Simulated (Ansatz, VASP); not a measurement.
# One calculation of Al2O3, two programs

```
CELL_PARAMETERS angstrom
2.37890 1.37346 4.33074
-2.37890 1.37346 4.33074
0.00000 -2.74691 4.33074
ATOMIC_POSITIONS crystal
Al 0.35184 0.35184 0.35184
Al 0.14816 0.14816 0.14816
Al 0.64816 0.64816 0.64816
Al 0.85184 0.85184 0.85184
O 0.55633 0.94367 0.25000
O 0.25000 0.55633 0.94367
O 0.94367 0.25000 0.55633
O 0.44367 0.05633 0.75000
O 0.75000 0.44367 0.05633
O 0.05633 0.75000 0.44367
```

Alike in both runs: functional r2SCAN; k mesh 6 × 6 × 6; occupations gaussian, width 0.02 eV; no spin polarisation.

Ansatz relaxed the structure, and its values are those at the end. VASP's run is a single point on that final structure, the one shown.

|  | VASP | Ansatz |
| --- | --- | --- |
| version | VASP 6.6.1 | Ansatz 0.2.0 |
| potentials or method | VASP PAW PBE potentials, release 64 (Al, O), cutoff 520 eV | scalar-relativistic, plane waves, PAW |
| valence electrons in the cell | 48 | 48 |

VASP gave:

```
gap on the k mesh at the Fermi level (eV) : 7.17
least direct gap on the mesh (eV)         : 7.17
pressure (GPa)                            : -0.3
```

Problem. What did Ansatz give for the same quantities?

Solution. gap on the k mesh at the Fermi level (eV): 7.15; least direct gap on the mesh (eV): 7.15; pressure (GPa): 0.0.

VASP's potentials were made for PBE, not for r2SCAN. With one functional, cell and mesh, what is left measures potentials, basis and numerics.
